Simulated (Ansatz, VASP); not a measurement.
**PbSe in VASP and in Ansatz**

```
Pb Se
1.0
     3.77387    0.00000    0.00000
     0.00000    3.77387    0.00000
     0.00000    0.00000    3.77387
Pb Se
1 1
Direct
  0.00000 0.00000 0.00000
  0.50000 0.50000 0.50000
```

Alike in both runs: task single point; functional PBE; k mesh 10 × 10 × 10; occupations gaussian, width 0.05 eV; no spin polarisation.

|  | VASP | Ansatz |
| --- | --- | --- |
| version | VASP 6.6.1 | Ansatz 0.2.0 |
| potentials or method | VASP PAW PBE potentials, release 64 (Pb_d, Se), cutoff 520 eV | scalar-relativistic, plane waves, PAW |
| valence electrons in the cell | 20 | 30 |

```csv
,VASP,Ansatz,Ansatz less VASP
gap on the k mesh at the Fermi level (eV),none,none,-
pressure (GPa),0.3,0.3,+0.01
```

A gap of «none» marks a metal or a gap that the smearing closes. VASP's potentials hold 20 valence electrons a cell and Ansatz's 30, so a difference there can come from the potentials and not from the codes.

Spin-orbit coupling is off throughout.
